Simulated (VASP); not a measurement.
LaCu3Ni2:

```
Cu La Ni
1.0
     5.02684    0.00000    0.00000
    -2.51342    4.35337    0.00000
     0.00000    0.00000    4.06095
Cu La Ni
3 1 2
Direct
  0.50000 0.00000 0.50000
  0.00000 0.50000 0.50000
  0.50000 0.50000 0.50000
  0.00000 0.00000 0.00000
  0.33333 0.66667 0.00000
  0.66667 0.33333 0.00000
```

```yaml
Program: VASP 6.6.1
Task: relaxation of cell and atoms
Functional: PBEsol
Potentials_or_basis: VASP PAW PBE potentials, release 64 (Cu, La, Ni)
Cutoff: 600 eV
k_mesh: 9 × 9 × 8
Occupations: gaussian, width 0.05 eV
Spin: no spin polarisation
```

At the start: pressure -2.6 GPa; volume 14.81 Å³/atom.

Q: Where does the relaxation end?

A: Over 15 steps the energy falls by 13.6 meV/atom and the volume is 14.38 Å³/atom (-2.9 %); space group P6/mmm (No. 191, to 0.1 Å) before and after.

The path:
```
step  energy change (eV)  largest force (eV/Å)  pressure (GPa)  volume (Å³)
   1              0.0000                0.0000           -2.59        88.87
   2             -0.0803                0.0000           -1.71        85.82
   3              0.0911                0.0000           10.37        80.59
   4             -0.0736                0.0000            1.93        85.02
   5             -0.0779                0.0000            1.32        85.44
   6             -0.0791                0.0000            1.07        85.61
   7             -0.0797                0.0000            0.87        85.71
   8             -0.0806                0.0000           -0.63        86.69
   9             -0.0814                0.0000           -0.12        86.29
  10             -0.0814                0.0000           -0.01        86.24
  11             -0.0814                0.0000            0.13        86.25
  12             -0.0814                0.0000            0.01        86.28
  13             -0.0814                0.0000           -0.06        86.27
  14             -0.0814                0.0000            0.10        86.25
  15             -0.0814                0.0000            0.04        86.25
```

Final structure:
```xyz
6
Lattice="4.9710 0.0000 0.0000 -2.4855 4.3050 0.0000 0.0000 0.0000 4.0304" Properties=species:S:1:pos:R:3 pbc="T T T"
Cu    2.4855    0.0000    2.0152
Cu   -1.2428    2.1525    2.0152
Cu    1.2428    2.1525    2.0152
La    0.0000    0.0000    0.0000
Ni    0.0000    2.8700    0.0000
Ni    2.4855    1.4350    0.0000
```

Caveat: the PAW data sets were made with another functional, which shifts forces and pressure a little.
